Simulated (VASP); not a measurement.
Wanted: the native input for a VASP 6.6.1 run.

| Property | Result |
| --- | --- |
| Task | single point |
| Functional | PBEsol |
| Potentials or basis | VASP PAW PBE potentials, release 64 (Ta_sv_GW, V_sv, N) |
| Cutoff | 600 eV |
| k mesh | 7 × 7 × 5 |
| Occupations | fermi-dirac, width 0.05 eV |
| Spin | collinear spin, ferromagnetic start |
| Starting moments | [0.0, 2.5, 0.0, 0.0] μB |
| Fixed moment | 2.5 μB |
| Dipole correction | no |
| Second run | valence_matched |
| Further INCAR settings | ALGO = Normal; EDIFF = 1e-06; NBANDS = 30 |

The structure of TaVN2 lies in POSCAR:

```
TaVN2
1.0
    3.0498670000      0.0000000000      0.0000000000
    0.0000000000      3.0498670000      0.0000000000
    0.0000000000      0.0000000000      4.2960620000
Ta V N
1 1 2
Direct
    0.0000000000      0.0000000000      0.0000000000
    0.5000000000      0.5000000000      0.5000000000
    0.5000000000      0.5000000000      0.0000000000
    0.0000000000      0.0000000000      0.5000000000
```

These files were run (other wordings do the same):

INCAR

```
SYSTEM = TaVN2
PREC = Accurate
ENCUT = 600
EDIFF = 1E-6
ISMEAR = -1
SIGMA = 0.05
LREAL = .False.
LASPH = .True.
NELM = 200
ALGO = Normal
ISIF = 2
LWAVE = .False.
LCHARG = .False.
ISPIN = 2
MAGMOM = 0 2.5 0 0
LORBIT = 11
NUPDOWN = 2.5
LMAXMIX = 4
GGA = PS
NBANDS = 30
GGA_COMPAT = .False.
```

KPOINTS

```
Automatic mesh
0
Gamma
  7 7 5
  0 0 0
```

Potentials or basis: VASP PAW PBE potentials, release 64 (Ta_sv_GW, V_sv, N).

Command:

```console
$ cat potpaw_PBE.64/Ta_sv_GW/POTCAR potpaw_PBE.64/V_sv/POTCAR potpaw_PBE.64/N/POTCAR > POTCAR
$ mpirun -np 1 vasp_std > vasp.out
```

Results of the run:

```yaml
Pressure: -3.6 GPa
Net_moment: 2.50 μB per cell
Site_moments: Ta +0.26; V +1.88; N +0.05 μB
Valence_electrons_inside_the_program's_atomic_spheres: Ta 11.78; V 11.60; N 3.75, 3.71
```

Caveat: the PAW data sets were made with another functional, which shifts forces and pressure a little; the total moment is fixed, so each spin has its own Fermi level.

It took 31 s on 1 thread of Intel(R) Xeon(R) 6975P-C (Granite Rapids), with other jobs on the host, peak memory 0.22 GiB.
